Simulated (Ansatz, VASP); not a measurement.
**One calculation of HfB2, two programs**

```
Hf B
1.0
     3.14000   -0.01570   -0.01570
    -1.58360    2.72717   -0.00575
    -0.01740   -0.01740    3.48000
Hf B
1 2
Direct
  0.00000 0.00000 0.00000
  0.33333 0.66667 0.50000
  0.66667 0.33333 0.50000
```

Change from the starting cell: equal xy, yz and zx shear strains of -1 %.

Alike in both runs: task single point; functional PBEsol; k mesh 13 × 13 × 11; occupations fermi-dirac, width 0.05 eV; no spin polarisation.

|  | VASP | Ansatz |
| --- | --- | --- |
| version | VASP 6.6.1 | Ansatz 0.2.0 |
| potentials or method | VASP PAW PBE potentials, release 64 (Hf_pv, B), cutoff 520 eV | all-electron LAPW, scalar-relativistic |

VASP gave:

- pressure (GPa): -4.4
- traceless stress, the component that is largest in VASP (GPa): 2.76
- rms of the force components (eV/Å): 0.005

What did Ansatz give for the same quantities?

Pressure (GPa): -4.2; traceless stress, the component that is largest in VASP (GPa): 2.74; rms of the force components (eV/Å): 0.005.

VASP's potentials were made for PBE, not for PBEsol. Atom by atom the forces differ by 0.000 eV/Å (rms over components). Ansatz ran all-electron here, and VASP with PAW potentials.

Neither program's run includes spin-orbit coupling.
